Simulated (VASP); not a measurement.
# Si16Ge (a cell with a defect) in VASP: relaxation of the atoms with PBEsol

Aim: the relaxation of the atoms of Si16Ge (a cell with a defect) with PBEsol.

All numbers are computed with VASP 6.6.1; they aren't measurements. Logs are shortened: lines on timing, memory, paths and dates and some standing lists are left out, and cuts for length are marked.

## 1. The cell of the first run

The cell holds a defect, 17 atoms: a = 7.679 Å, b = 7.679 Å, c = 7.679 Å, α = 60.00°, β = 60.00°, γ = 60.00°.

## 2. Relaxation of the atoms, PBEsol

INCAR

```
SYSTEM = Si16Ge
PREC = Accurate ; ENCUT = 520
EDIFF = 1E-6 ; ISMEAR = 0
SIGMA = 0.05 ; LREAL = Auto
LASPH = .True. ; NELM = 80
ALGO = Normal ; ISIF = 2
LWAVE = .False. ; LCHARG = .False.
GGA = PS ; IBRION = 2
NSW = 80 ; EDIFFG = -0.03
```

KPOINTS

```
Automatic mesh
0
Gamma
  2 2 2
  0 0 0
```

POSCAR

```
Si16Ge
1.0
    0.0000000000      5.4300000000      5.4300000000
    5.4300000000      0.0000000000      5.4300000000
    5.4300000000      5.4300000000      0.0000000000
Si Ge
16 1
Direct
    0.0000000000      0.0000000000      0.0000000000
    0.1250000000      0.1250000000      0.1250000000
    0.0000000000      0.0000000000      0.5000000000
    0.1250000000      0.1250000000      0.6250000000
    0.0000000000      0.5000000000      0.0000000000
    0.1250000000      0.6250000000      0.1250000000
    0.0000000000      0.5000000000      0.5000000000
    0.1250000000      0.6250000000      0.6250000000
    0.5000000000      0.0000000000      0.0000000000
    0.6250000000      0.1250000000      0.1250000000
    0.5000000000      0.0000000000      0.5000000000
    0.6250000000      0.1250000000      0.6250000000
    0.5000000000      0.5000000000      0.0000000000
    0.6250000000      0.6250000000      0.1250000000
    0.5000000000      0.5000000000      0.5000000000
    0.6250000000      0.6250000000      0.6250000000
    0.2479603000      0.7562842000      0.2446966000
```

Potentials or basis: VASP PAW PBE potentials, release 64 (Si, Ge_d).

Command:

```
$ cat potpaw_PBE.64/Si/POTCAR potpaw_PBE.64/Ge_d/POTCAR > POTCAR
$ mpirun -np 1 vasp_std > vasp.out
```

OUTCAR:

```text
SYSTEM = Si16Ge
   PREC = Accurate
   ENCUT = 520
   EDIFF = 1E-6
   ISMEAR = 0
   LREAL = Auto
   LASPH = .True.
   NELM = 80
   ISIF = 2
   GGA = PS
   IBRION = 2
   NSW = 80
   EDIFFG = -0.03

 ion  position               nearest neighbor table
   1  0.000  0.000  0.000-   2 2.35   4 2.35   6 2.35  10 2.35  17 2.68
   2  0.125  0.125  0.125-  17 2.31   3 2.35   5 2.35   9 2.35   1 2.35
   3  0.000  0.000  0.500-   2 2.35   4 2.35   8 2.35  12 2.35  17 2.71
   4  0.125  0.125  0.625-   1 2.35   3 2.35   7 2.35  11 2.35
   5  0.000  0.500  0.000-   2 2.35   6 2.35   8 2.35  14 2.35
   6  0.125  0.625  0.125-  17 2.35   5 2.35   7 2.35  13 2.35   1 2.35
   7  0.000  0.500  0.500-   4 2.35   6 2.35   8 2.35  16 2.35  17 2.74
   8  0.125  0.625  0.625-   3 2.35   5 2.35   7 2.35  15 2.35  17 2.38
   9  0.500  0.000  0.000-   2 2.35  10 2.35  12 2.35  14 2.35  17 2.69
  10  0.625  0.125  0.125-   1 2.35   9 2.35  11 2.35  13 2.35
  11  0.500  0.000  0.500-   4 2.35  10 2.35  12 2.35  16 2.35
  12  0.625  0.125  0.625-   3 2.35   9 2.35  11 2.35  15 2.35
  13  0.500  0.500  0.000-   6 2.35  10 2.35  14 2.35  16 2.35  17 2.72
  14  0.625  0.625  0.125-   5 2.35   9 2.35  13 2.35  15 2.35  17 2.36
  15  0.500  0.500  0.500-   8 2.35  12 2.35  14 2.35  16 2.35  17 2.75
  16  0.625  0.625  0.625-   7 2.35  11 2.35  13 2.35  15 2.35
  17  0.248  0.756  0.245-   2 2.31   6 2.35  14 2.36   8 2.38   1 2.68   9 2.69   3 2.71  13 2.72
                             7 2.74  15 2.75

  LATTYP: Found a face centered cubic cell.
 ALAT       =    10.8600000000

  Lattice vectors:

 A1 = (   0.0000000000,   5.4300000000,   5.4300000000)
 A2 = (   5.4300000000,   0.0000000000,   5.4300000000)
 A3 = (   5.4300000000,   5.4300000000,   0.0000000000)

Analysis of symmetry for initial positions (statically):
=====================================================================
 Subroutine PRICEL returns:
 Original cell was already a primitive cell.

 Routine SETGRP: Setting up the symmetry group for a
 face centered cubic supercell.

 Subroutine GETGRP returns: Found  1 space group operations
 (whereof  1 operations were pure point group operations)
 out of a pool of 48 trial point group operations.

The static configuration has the point symmetry C_1 .

Analysis of symmetry for dynamics (positions and initial velocities):
=====================================================================
 Subroutine PRICEL returns:
 Original cell was already a primitive cell.

 Routine SETGRP: Setting up the symmetry group for a
 face centered cubic supercell.

 Subroutine GETGRP returns: Found  1 space group operations
 (whereof  1 operations were pure point group operations)
 out of a pool of 48 trial point group operations.

The dynamic configuration has the point symmetry C_1 .

 Subroutine INISYM returns: Found  1 space group operations
 (whereof  1 operations are pure point group operations),
 and found     1 'primitive' translations

----------------------------------------------------------------------------------------

                                     Primitive cell

  volume of cell :     320.2060

  direct lattice vectors                    reciprocal lattice vectors
     0.000000000  5.430000000  5.430000000    -0.092081031  0.092081031  0.092081031
     5.430000000  0.000000000  5.430000000     0.092081031 -0.092081031  0.092081031
     5.430000000  5.430000000  0.000000000     0.092081031  0.092081031 -0.092081031

  length of vectors
     7.679179644  7.679179644  7.679179644     0.159489025  0.159489025  0.159489025

  position of ions in fractional coordinates (direct lattice)
     0.000000000  0.000000000  0.000000000
     0.125000000  0.125000000  0.125000000
     0.000000000  0.000000000  0.500000000
     0.125000000  0.125000000  0.625000000
     0.000000000  0.500000000  0.000000000
     0.125000000  0.625000000  0.125000000
[... 9 lines left out ...]
     0.625000000  0.625000000  0.625000000
     0.247960300  0.756284200  0.244696600

  ion indices of the primitive-cell ions
   primitive index   ion index
                 1           1
                 2           2
                 3           3
                 4           4
                 5           5
                 6           6
[... 9 lines left out ...]
                16          16
                17          17

----------------------------------------------------------------------------------------

 KPOINTS: Automatic mesh

Automatic generation of k-mesh.
 Grid dimensions read from file:
 generate k-points for:    2    2    2

 Generating k-lattice:

  Cartesian coordinates                     Fractional coordinates (reciprocal lattice)
    -0.046040516  0.046040516  0.046040516     0.500000000  0.000000000  0.000000000
     0.046040516 -0.046040516  0.046040516     0.000000000  0.500000000  0.000000000
     0.046040516  0.046040516 -0.046040516     0.000000000  0.000000000  0.500000000

  Length of vectors
     0.079744512  0.079744512  0.079744512

  Shift w.r.t. Gamma in fractional coordinates (k-lattice)
     0.000000000  0.000000000  0.000000000

 Subroutine IBZKPT returns following result:
 ===========================================

 Found      8 irreducible k-points:

 Following reciprocal coordinates:
            Coordinates               Weight
  0.000000  0.000000  0.000000      1.000000
  0.500000  0.000000  0.000000      1.000000
  0.000000  0.500000  0.000000      1.000000
  0.000000  0.000000  0.500000      1.000000
  0.500000  0.500000  0.500000      1.000000
  0.500000  0.500000  0.000000      1.000000
  0.000000  0.500000  0.500000      1.000000
  0.500000  0.000000  0.500000      1.000000
   k-points           NKPTS =      8   k-points in BZ     NKDIM =      8   number of bands    NBANDS=     48
   number of dos      NEDOS =    301   number of ions     NIONS =     17
   total plane-waves  NPLWV = 216000
   dimension x,y,z NGX =    60 NGY =   60 NGZ =   60
   dimension x,y,z NGXF=   120 NGYF=  120 NGZF=  120
   ions per type =              16   1
   NGX,Y,Z   is equivalent  to a cutoff of  12.99, 12.99, 12.99 a.u.
   NGXF,Y,Z  is equivalent  to a cutoff of  25.98, 25.98, 25.98 a.u.
 SYSTEM =  Si16Ge
   PREC   = accura    normal or accurate (medium, high low for compatibility)
   ISTART =      0    job   : 0-new  1-cont  2-samecut
   ICHARG =      2    charge: 1-file 2-atom 10-const
   ISPIN  =      1    spin polarized calculation?
   LNONCOLLINEAR =      F non collinear calculations
   LSORBIT =      F    spin-orbit coupling
   LASPH  =      T    aspherical Exc in radial PAW
   ENCUT  =  520.0 eV  38.22 Ry    6.18 a.u.  14.28 14.28 14.28*2*pi/ulx,y,z
   NELM   =     80;   NELMIN=  2; NELMDL= -5     # of ELM steps
   EDIFF  = 0.1E-05   stopping-criterion for ELM
   LREAL  =      T    real-space projection
   EDIFFG = -.3E-01   stopping-criterion for IOM
   NSW    =     80    number of steps for IOM
   IBRION =      2    ionic relax: 0-MD 1-quasi-New 2-CG
   NFREE  =      1    steps in history (QN), initial steepest desc. (CG)
   ISIF   =      2    stress and relaxation
   ISYM   =      2    0-nonsym 1-usesym 2-fastsym
   POTIM  = 0.5000    time-step for ionic-motion
   TEBEG  =    0.0;   TEEND  =   0.0 temperature during run
   PSTRESS=    0.0 pullay stress
   NELECT =      78.0000    total number of electrons
   NUPDOWN=      -1.0000    fix difference up-down
   EMIN   =  10.00;   EMAX   =-10.00  energy-range for DOS
   EFERMI =   0.00;   METHOD = LEGACY
   ISMEAR =     0;   SIGMA  =   0.05  broadening in eV -4-tet -1-fermi 0-gaus
   EFERMI_NEDOS =   21; number of points for ismear=-14 and -15
   IALGO  =     38    algorithm
   IMIX   =      4    mixing-type and parameters
     AMIX     =   0.40;   BMIX     =  1.00
     AMIX_MAG =   1.60;   BMIX_MAG =  1.00
  volume/ion in A,a.u.               =      18.84       127.11
  Fermi-wavevector in a.u.,A,eV,Ry     =   1.022421  1.932096 14.222785  1.045345
  Thomas-Fermi vector in A             =   2.156100
   LORBIT       =      0    0 simple, 1 ext, 2 COOP (PROOUT), +10 PAW based schemes
   GGA     = PS    functional components
   LHFCALC =     F    Hartree Fock is set to
   AEXX    =    0.0000 exact exchange contribution
   IVDW    =     0    specifies the selected vdW correction
   LEPSILON=     F    determine dielectric tensor
   LRPA    =     F    only Hartree local field effects (RPA)
 conjugate gradient relaxation of ions
 non-spin polarized calculation
 Gauss-broadening in eV      SIGMA  =   0.05
  energy-cutoff  :      520.00
  volume of cell :      320.21
 maximum number of plane-waves:      8646
 NGX is ok and might be reduce to    60
   NGX = 29   NGY = 29   NGZ = 29

--------------------------------------- Ionic step        1  -------------------------------------------

 number of electron      78.0000004 magnetization

 Free energy of the ion-electron system (eV)
  ---------------------------------------------------
  ext. energy  EPLUGINS =         0.00000000
  ---------------------------------------------------
  free energy    TOTEN  =       -92.46510682 eV

  energy without entropy =      -92.45544028  energy(sigma->0) =      -92.46027355

------------------------ aborting loop because EDIFF is reached ----------------------------------------

  FORCE on cell =-STRESS in cart. coord.  units (eV):
  Direction    XX          YY          ZZ          XY          YZ          ZX
  --------------------------------------------------------------------------------------
  -------------------------------------------------------------------------------------
  Total       11.4516224     11.4617234     11.4552330     -0.3730998     -0.0985794      0.6410241
  in kB       57.2991417     57.3496829     57.3172077     -1.8668356     -0.4932500      3.2074171
  external PRESSURE =      57.3220108 kB  Pullay stress =       0.0000000 kB

 VOLUME and BASIS-vectors are now :
 -----------------------------------------------------------------------------
  energy-cutoff  :      520.00
  volume of cell :      320.21
      direct lattice vectors                 reciprocal lattice vectors
     0.000000000  5.430000000  5.430000000    -0.092081031  0.092081031  0.092081031
     5.430000000  0.000000000  5.430000000     0.092081031 -0.092081031  0.092081031
     5.430000000  5.430000000  0.000000000     0.092081031  0.092081031 -0.092081031
[... 324 lines left out ...]
      6.79465      6.77936      6.79520         0.002728      0.000537      0.000822
      5.43149      2.70144      5.43776        -0.002439      0.029459     -0.016810
 -----------------------------------------------------------------------------------
    total drift:                               -0.000580     -0.003830      0.000295

  FREE ENERGIE OF THE ION-ELECTRON SYSTEM (eV)
  ---------------------------------------------------
  free  energy   TOTEN  =       -92.7870425021 eV

  energy  without entropy=      -92.7788131040  energy(sigma->0) =      -92.78292780

--------------------------------------- Ionic step        8  -------------------------------------------

 number of electron      77.9999999 magnetization

 Free energy of the ion-electron system (eV)
  ---------------------------------------------------
  ext. energy  EPLUGINS =         0.00000000
  ---------------------------------------------------
  free energy    TOTEN  =       -92.78709340 eV

  energy without entropy =      -92.77892208  energy(sigma->0) =      -92.78300774

 E-fermi :   6.7943     XC(G=0):  -9.8840

 val. band max:        6.5622999734   @ k =   0.0000   0.0000   0.0000
 cond. band min:       6.7962464290   @ k =   0.0000   0.0000   0.0000
 fundamental gap:      0.2339464556
 Fermi energy:         6.7943202070

 k-point     1 :       0.0000    0.0000    0.0000
  band No.  band energies     occupation
      1     -18.2739      2.00000
      2     -18.2739      2.00000
      3     -18.2737      2.00000
      4     -18.2599      2.00000
      5     -18.2599      2.00000
      6      -6.6138      2.00000
[... 423 lines left out ...]
      2.76269      8.14413      5.43078         0.002898     -0.009821      0.010802
      4.06348      4.08031      1.36725         0.007998     -0.002066     -0.011154
      8.14620     10.85076      8.15032         0.002131      0.000808     -0.000347
      4.03056      1.31632      4.03022         0.002332     -0.005809      0.006469
[... 9 lines left out ...]
      6.79503      6.77903      6.79556        -0.000639      0.004182     -0.002361
      5.43139      2.70224      5.43729        -0.000136      0.018317     -0.010213
 -----------------------------------------------------------------------------------
    total drift:                                0.001000     -0.003017      0.000554

  FREE ENERGIE OF THE ION-ELECTRON SYSTEM (eV)
  ---------------------------------------------------
  free  energy   TOTEN  =       -92.7870934006 eV

  energy  without entropy=      -92.7789220838  energy(sigma->0) =      -92.78300774

 reached required accuracy - stopping structural energy minimisation
```

Run time: 25 min. Hardware: 1 thread of Oxide Virtual Turin-like, shared host; peak memory 0.53 GiB.

What came out:

```yaml
Free_energy: -92.7871 eV
Energy_gained_by_relaxing: 18.9 meV/atom
Ionic_steps: 8
Pressure_after_relaxing: 4.7 GPa
Largest_force_after_relaxing: 0.021 eV/Å
Band_gap_on_the_k_mesh: zero (bands 39 and 40 overlap by 0.31 eV)
```

Forces on the atoms (eV/Å):
```
Si   0.004 -0.002  0.003
Si  -0.012  0.005 -0.007
Si   0.003 -0.010  0.011
Si   0.008 -0.002 -0.011
Si   0.002  0.001  0.000
Si   0.002 -0.006  0.006
Si  -0.007 -0.005 -0.002
Si   0.008  0.000 -0.004
Si   0.008 -0.006  0.001
Si  -0.011 -0.005  0.009
Si  -0.001  0.002 -0.001
Si   0.005  0.010  0.002
Si  -0.002 -0.001 -0.005
Si  -0.003 -0.004  0.008
Si  -0.004  0.001  0.002
Si  -0.001  0.004 -0.002
Ge   0.000  0.018 -0.010
```

Step by step:
| step | energy change (eV) | largest force (eV/Å) | pressure (GPa) |
| --- | --- | --- | --- |
| 1 | 0.0000 | 1.7808 | 5.73 |
| 2 | -0.3130 | 0.1765 | 4.77 |
| 3 | -0.3142 | 0.2829 | 4.72 |
| 4 | -0.3142 | 0.2411 | 4.74 |
| 5 | -0.3205 | 0.0833 | 4.72 |
| 6 | -0.3205 | 0.0880 | 4.73 |
| 7 | -0.3219 | 0.0340 | 4.72 |
| 8 | -0.3220 | 0.0210 | 4.72 |

Final structure:
```
Si Ge
1.0
     0.00000    5.43000    5.43000
     5.43000    0.00000    5.43000
     5.43000    5.43000    0.00000
Si Ge
16 1
Direct
  0.99548 0.00462 0.99546
  0.12074 0.13779 0.12081
  0.99560 0.00454 0.50424
  0.12745 0.12435 0.62399
  0.99953 0.50145 0.99877
  0.12118 0.62104 0.12124
  0.99567 0.49573 0.50422
  0.12167 0.62161 0.63507
  0.50436 0.00459 0.99551
  0.62403 0.12429 0.12754
  0.50003 0.99991 0.50008
  0.62418 0.12439 0.62407
  0.50433 0.49567 0.99559
  0.63581 0.62133 0.12147
  0.50427 0.49579 0.50420
  0.62427 0.62721 0.62417
  0.24937 0.75197 0.24828
```

Levels at points of the mesh, in eV from the Fermi level:
| k point | band 36 | band 37 | band 38 | band 39 | band 40 | band 41 | band 42 | band 43 |
| --- | --- | --- | --- | --- | --- | --- | --- | --- |
| (0.00, 0.00, 0.00) | -0.72 | -0.72 | -0.72 | -0.24 | -0.24 | -0.23 | 0.00 | 0.00 |
| (0.50, 0.00, 0.00) | -1.44 | -1.38 | -1.38 | -0.30 | 0.52 | 0.53 | 0.87 | 0.87 |
| (0.00, 0.50, 0.00) | -1.44 | -1.38 | -1.38 | -0.31 | 0.53 | 0.53 | 0.87 | 0.87 |
| (0.00, 0.00, 0.50) | -1.44 | -1.38 | -1.38 | -0.30 | 0.52 | 0.53 | 0.87 | 0.87 |
| (0.50, 0.50, 0.50) | -1.44 | -1.38 | -1.38 | -0.31 | 0.52 | 0.54 | 0.87 | 0.87 |
| (0.50, 0.50, 0.00) | -2.00 | -1.82 | -1.26 | 0.07 | 0.81 | 1.06 | 1.07 | 1.07 |
| (0.00, 0.50, 0.50) | -2.00 | -1.82 | -1.26 | 0.07 | 0.81 | 1.06 | 1.07 | 1.07 |
| (0.50, 0.00, 0.50) | -1.99 | -1.82 | -1.26 | 0.07 | 0.81 | 1.06 | 1.07 | 1.07 |

Caveat: the k points lie up to 0.50 Å⁻¹ apart; the PAW data sets were made with another functional, which shifts forces and pressure a little.

The gap in the log of VASP goes by the Fermi energy; the results here count the filled bands.